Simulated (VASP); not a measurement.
# AlRu (Pm-3m) in VASP: vibrations by perturbation theory with PBE

Aim: the vibrations by perturbation theory of AlRu with PBE.

All numbers are computed with VASP 6.6.1; they aren't measurements. Logs are shortened: lines on timing, memory, paths and dates and some standing lists are left out, and cuts for length are marked.

## Step 1: The cell of the first run

The structure is cubic, space group Pm-3m (No. 221). Conventional cell: a = 3.006 Å, b = 3.006 Å, c = 3.006 Å, α = 90.00°, β = 90.00°, γ = 90.00°. Al (site symmetry m-3m) has 8 Ru at 2.60 Å and 6 Al at 3.01 Å within 3.4 Å. Ru (site symmetry m-3m) has 8 Al at 2.60 Å and 6 Ru at 3.01 Å within 3.4 Å.

## Step 2: Vibrations by perturbation theory, PBE

Contents of INCAR:

```
PREC = Accurate
ENCUT = 520
EDIFF = 1E-8
ISMEAR = -1
SIGMA = 0.15
LREAL = F
LASPH = T
NELM = 60
ALGO = Normal
ISIF = 2
LWAVE = F
LCHARG = T
GGA = PE
IBRION = 8
NSW = 1
```

Contents of KPOINTS:

```
Automatic mesh
0
Gamma
  20 20 20
```

Contents of POSCAR:

```
AlRu
1.0
    3.0060134613      0.0000000000      0.0000000000
    0.0000000000      3.0060134613      0.0000000000
    0.0000000000      0.0000000000      3.0060134613
Al Ru
1 1
Direct
    0.0000000000      0.0000000000      0.0000000000
    0.5000000000      0.5000000000      0.5000000000
```

Potentials or basis: VASP PAW PBE potentials, release 64 (Al, Ru_pv).

Run with:

```bash
> cat potpaw_PBE.64/Al/POTCAR potpaw_PBE.64/Ru_pv/POTCAR > POTCAR
> mpirun -np 1 vasp_std > vasp.out
```

OUTCAR:

```text
PREC = Accurate
   ENCUT = 520
   EDIFF = 1E-8
   ISMEAR = -1
   LREAL = F
   LASPH = T
   NELM = 60
   ISIF = 2
   GGA = PE
   IBRION = 8
   NSW = 1

 ion  position               nearest neighbor table
   1  0.000  0.000  0.000-   2 2.60   2 2.60   2 2.60   2 2.60   2 2.60   2 2.60   2 2.60   2 2.60

   2  0.500  0.500  0.500-   1 2.60   1 2.60   1 2.60   1 2.60   1 2.60   1 2.60   1 2.60   1 2.60

  LATTYP: Found a simple cubic cell.
 ALAT       =     3.0060134613

  Lattice vectors:

 A1 = (   3.0060134613,   0.0000000000,   0.0000000000)
 A2 = (   0.0000000000,   3.0060134613,   0.0000000000)
 A3 = (   0.0000000000,   0.0000000000,   3.0060134613)

Analysis of symmetry for initial positions (statically):
=====================================================================
 Subroutine PRICEL returns:
 Original cell was already a primitive cell.

 Routine SETGRP: Setting up the symmetry group for a
 simple cubic supercell.

 Subroutine GETGRP returns: Found 48 space group operations
 (whereof 48 operations were pure point group operations)
 out of a pool of 48 trial point group operations.

The static configuration has the point symmetry O_h .

Analysis of symmetry for dynamics (positions and initial velocities):
=====================================================================
 Subroutine PRICEL returns:
 Original cell was already a primitive cell.

 Routine SETGRP: Setting up the symmetry group for a
 simple cubic supercell.

 Subroutine GETGRP returns: Found 48 space group operations
 (whereof 48 operations were pure point group operations)
 out of a pool of 48 trial point group operations.

The dynamic configuration has the point symmetry O_h .

 Subroutine INISYM returns: Found 48 space group operations
 (whereof 48 operations are pure point group operations),
 and found     1 'primitive' translations

----------------------------------------------------------------------------------------

                                     Primitive cell

  volume of cell :      27.1627

  direct lattice vectors                    reciprocal lattice vectors
     3.006013461  0.000000000  0.000000000     0.332666508  0.000000000  0.000000000
     0.000000000  3.006013461  0.000000000     0.000000000  0.332666508  0.000000000
     0.000000000  0.000000000  3.006013461     0.000000000  0.000000000  0.332666508

  length of vectors
     3.006013461  3.006013461  3.006013461     0.332666508  0.332666508  0.332666508

  position of ions in fractional coordinates (direct lattice)
     0.000000000  0.000000000  0.000000000
     0.500000000  0.500000000  0.500000000

  ion indices of the primitive-cell ions
   primitive index   ion index
                 1           1
                 2           2

----------------------------------------------------------------------------------------

 KPOINTS: Automatic mesh

Automatic generation of k-mesh.
 Grid dimensions read from file:
 generate k-points for:   20   20   20

 Generating k-lattice:

  Cartesian coordinates                     Fractional coordinates (reciprocal lattice)
     0.016633325  0.000000000  0.000000000     0.050000000  0.000000000  0.000000000
     0.000000000  0.016633325  0.000000000     0.000000000  0.050000000  0.000000000
     0.000000000  0.000000000  0.016633325     0.000000000  0.000000000  0.050000000

  Length of vectors
     0.016633325  0.016633325  0.016633325

  Shift w.r.t. Gamma in fractional coordinates (k-lattice)
     0.000000000  0.000000000  0.000000000

 Subroutine IBZKPT returns following result:
 ===========================================

 Found    286 irreducible k-points:

 Following reciprocal coordinates:
            Coordinates               Weight
  0.000000  0.000000  0.000000      1.000000
  0.050000  0.000000  0.000000      6.000000
  0.100000  0.000000  0.000000      6.000000
  0.150000  0.000000  0.000000      6.000000
  0.200000  0.000000  0.000000      6.000000
  0.250000  0.000000  0.000000      6.000000
[... 16 lines left out ...]
  0.150000  0.100000  0.000000     24.000000
  0.200000  0.100000  0.000000     24.000000
 [... further k-points ...]
   k-points           NKPTS =    286   k-points in BZ     NKDIM =    286   number of bands    NBANDS=     12
   number of dos      NEDOS =    301   number of ions     NIONS =      2
   total plane-waves  NPLWV =  13824
   dimension x,y,z NGX =    24 NGY =   24 NGZ =   24
   dimension x,y,z NGXF=    48 NGYF=   48 NGZF=   48
   ions per type =               1   1
   NGX,Y,Z   is equivalent  to a cutoff of  13.27, 13.27, 13.27 a.u.
   NGXF,Y,Z  is equivalent  to a cutoff of  26.55, 26.55, 26.55 a.u.
 SYSTEM =  unknown system
   PREC   = accura    normal or accurate (medium, high low for compatibility)
   ISTART =      0    job   : 0-new  1-cont  2-samecut
   ICHARG =      2    charge: 1-file 2-atom 10-const
   ISPIN  =      1    spin polarized calculation?
   LNONCOLLINEAR =      F non collinear calculations
   LSORBIT =      F    spin-orbit coupling
   LASPH  =      T    aspherical Exc in radial PAW
   ENCUT  =  520.0 eV  38.22 Ry    6.18 a.u.   5.59  5.59  5.59*2*pi/ulx,y,z
   NELM   =     60;   NELMIN=  2; NELMDL= -5     # of ELM steps
   EDIFF  = 0.1E-07   stopping-criterion for ELM
   LREAL  =      F    real-space projection
   EDIFFG = 0.1E-06   stopping-criterion for IOM
   NSW    =      1    number of steps for IOM
   IBRION =      8    ionic relax: 0-MD 1-quasi-New 2-CG
   NFREE  =      0    steps in history (QN), initial steepest desc. (CG)
   ISIF   =      2    stress and relaxation
   ISYM   =      2    0-nonsym 1-usesym 2-fastsym
   POTIM  = 0.5000    time-step for ionic-motion
   TEBEG  =    0.0;   TEEND  =   0.0 temperature during run
   PSTRESS=    0.0 pullay stress
   NELECT =      17.0000    total number of electrons
   NUPDOWN=      -1.0000    fix difference up-down
   EMIN   =  10.00;   EMAX   =-10.00  energy-range for DOS
   EFERMI =   0.00;   METHOD = LEGACY
   ISMEAR =    -1;   SIGMA  =   0.15  broadening in eV -4-tet -1-fermi 0-gaus
   EFERMI_NEDOS =   21; number of points for ismear=-14 and -15
   IALGO  =     38    algorithm
   IMIX   =      4    mixing-type and parameters
     AMIX     =   0.40;   BMIX     =  1.00
     AMIX_MAG =   1.60;   BMIX_MAG =  1.00
  volume/ion in A,a.u.               =      13.58        91.65
  Fermi-wavevector in a.u.,A,eV,Ry     =   1.400340  2.646259 26.680380  1.960953
  Thomas-Fermi vector in A             =   2.523310
   LORBIT       =      0    0 simple, 1 ext, 2 COOP (PROOUT), +10 PAW based schemes
   GGA     = PE    functional components
   LHFCALC =     F    Hartree Fock is set to
   AEXX    =    0.0000 exact exchange contribution
   IVDW    =     0    specifies the selected vdW correction
   LEPSILON=     F    determine dielectric tensor
   LRPA    =     F    only Hartree local field effects (RPA)
 non-spin polarized calculation
  energy-cutoff  :      520.00
  volume of cell :       27.16
 maximum number of plane-waves:       743
 NGX is ok and might be reduce to    24
   NGX = 11   NGY = 11   NGZ = 11

--------------------------------------- Ionic step        1  -------------------------------------------

 number of electron      16.9999996 magnetization

 Free energy of the ion-electron system (eV)
  ---------------------------------------------------
  ext. energy  EPLUGINS =         0.00000000
  ---------------------------------------------------
  free energy    TOTEN  =       -14.31778299 eV

  energy without entropy =      -14.20319473  energy(sigma->0) =      -14.26048886

 E-fermi :  10.5504     XC(G=0): -12.4925

 val. band max:       10.5503768097   @ k =   0.5000   0.1000   0.1000
 cond. band min:      10.5514445100   @ k =   0.1000   0.1000   0.0000
 fundamental gap:      0.0010677003
 Fermi energy:        10.5504159916

 k-point     1 :       0.0000    0.0000    0.0000
  band No.  band energies     occupation
      1     -31.2471      2.00000
      2     -31.2471      2.00000
      3     -31.2471      2.00000
      4       0.9242      2.00000
      5       7.0275      2.00000
      6       7.0275      2.00000
      7      10.6887      0.56912
      8      10.6887      0.56912
      9      10.6887      0.56912
     10      16.5233      0.00000
     11      16.5233      0.00000
     12      16.5233      0.00000
[... 331 lines left out ...]
 k-point    24 :       0.2000    0.1000    0.0000
  band No.  band energies     occupation
      1     -31.3142      2.00000
      2     -31.2601      2.00000
      3     -31.2396      2.00000
      4       1.8418      2.00000
      5       7.2314      2.00000
      6       7.3431      2.00000
      7       9.6921      1.99347
      8       9.9734      1.95820
      9      10.5743      0.92039
     10      14.4414      0.00000
     11      16.8504      0.00000
     12      18.1921      0.00000

 [... further k-points ...]

------------------------ aborting loop because EDIFF is reached ----------------------------------------

  FORCE on cell =-STRESS in cart. coord.  units (eV):
  Direction    XX          YY          ZZ          XY          YZ          ZX
  --------------------------------------------------------------------------------------
  -------------------------------------------------------------------------------------
  Total       -0.0064798     -0.0064798     -0.0064798      0.0000000      0.0000000     -0.0000000
  in kB       -0.3822080     -0.3822080     -0.3822080      0.0000000      0.0000000     -0.0000000
  external PRESSURE =      -0.3822080 kB  Pullay stress =       0.0000000 kB

 VOLUME and BASIS-vectors are now :
 -----------------------------------------------------------------------------
  energy-cutoff  :      520.00
  volume of cell :       27.16
      direct lattice vectors                 reciprocal lattice vectors
     3.006013461  0.000000000  0.000000000     0.332666508  0.000000000  0.000000000
     0.000000000  3.006013461  0.000000000     0.000000000  0.332666508  0.000000000
     0.000000000  0.000000000  3.006013461     0.000000000  0.000000000  0.332666508

 POSITION                                       TOTAL-FORCE (eV/Angst)
 -----------------------------------------------------------------------------------
      0.00000      0.00000      0.00000         0.000000      0.000000      0.000000
      1.50301      1.50301      1.50301         0.000000      0.000000      0.000000
 -----------------------------------------------------------------------------------
    total drift:                                0.000000     -0.000000     -0.000000

  FREE ENERGIE OF THE ION-ELECTRON SYSTEM (eV)
  ---------------------------------------------------
  free  energy   TOTEN  =       -14.3177829860 eV

  energy  without entropy=      -14.2031947300  energy(sigma->0) =      -14.26048886

[... ionic steps 2 to 3 ...]

--------------------------------------- Ionic step        4  -------------------------------------------

------------------------ aborting loop because EDIFF is reached ----------------------------------------

[... ionic steps 5 to 6 ...]

--------------------------------------- Ionic step        7  -------------------------------------------

 Free energy of the ion-electron system (eV)
  ---------------------------------------------------
  ---------------------------------------------------
  free energy    TOTEN  =        -0.65114465 eV

  energy without entropy =       -0.65114465

------------------------ aborting loop because EDIFF is reached ----------------------------------------

 INTERNAL STRAIN TENSOR  FOR ION    2  DIRECTION 1   (eV/Angst):
 -----------------------------------------------------------------------------
     0.05378 -0.00000  0.00000
    -0.00000 -0.00474 -0.00000
    -0.00000 -0.00000 -0.00474

 INTERNAL STRAIN TENSOR FOR ION    2 for displacements in x,y,z  (eV/Angst):
          X           Y           Z          XY          YZ          ZX
  --------------------------------------------------------------------------------
  x     0.00000     0.00000     0.00000     0.00000     0.00000     0.00000
  y     0.00000     0.00000     0.00000     0.00000     0.00000     0.00000
  z     0.00000     0.00000     0.00000     0.00000     0.00000     0.00000

 SECOND DERIVATIVES (NOT SYMMETRIZED)
 ------------------------------------
               1X          1Y          1Z          2X          2Y          2Z
  1X    -7.381596    0.000000   -0.000000    7.381596   -0.000000    0.000000
  1Y     0.000000   -7.381596   -0.000000   -0.000000    7.381596    0.000000
  1Z     0.000000    0.000000   -7.381596   -0.000000    0.000000    7.381596
  2X     7.377298   -0.000000    0.000000   -7.377298    0.000000   -0.000000
  2Y     0.000000    7.377298   -0.000000   -0.000000   -7.377298    0.000000
  2Z     0.000000    0.000000    7.377298   -0.000000   -0.000000   -7.377298

 Eigenvectors and eigenvalues of the dynamical matrix
 ----------------------------------------------------

   1 f  =    9.203448 THz    57.826968 2PiTHz  306.993973 cm-1    38.062385 meV
             X         Y         Z           dx          dy          dz
      0.000000  0.000000  0.000000    -0.888477   -0.000000    0.000000
      1.503007  1.503007  1.503007     0.458921   -0.000000    0.000000
[... 21 lines left out ...]
   6 f/i=    0.001093 THz     0.006867 2PiTHz    0.036455 cm-1     0.004520 meV
             X         Y         Z           dx          dy          dz
      0.000000  0.000000  0.000000    -0.000000   -0.000000   -0.458921
      1.503007  1.503007  1.503007     0.000000    0.000000   -0.888477

--------------------------------------------------------------------------------------------------------

 ELASTIC MODULI CONTR FROM IONIC RELAXATION (kBar)
 Direction    XX          YY          ZZ          XY          YZ          ZX
 --------------------------------------------------------------------------------
 XX           0.0000      0.0000      0.0000      0.0000      0.0000      0.0000
 YY           0.0000      0.0000      0.0000      0.0000      0.0000      0.0000
 ZZ           0.0000      0.0000      0.0000      0.0000      0.0000      0.0000
 XY           0.0000      0.0000      0.0000      0.0000      0.0000      0.0000
 YZ           0.0000      0.0000      0.0000      0.0000      0.0000      0.0000
 ZX           0.0000      0.0000      0.0000      0.0000      0.0000      0.0000
 --------------------------------------------------------------------------------
```

It took 8.8 min on 1 thread of Intel Xeon Platinum 8488C (Sapphire Rapids), shared host; peak memory 0.58 GiB.

Results:

```yaml
Highest_phonon_frequency_at_Γ: 307 cm⁻¹
```

Phonon frequencies in cm⁻¹ (negative: imaginary):
| q point | frequencies |
| --- | --- |
| (0.000, 0.000, 0.000) | 0 0 0 307 307 307 |
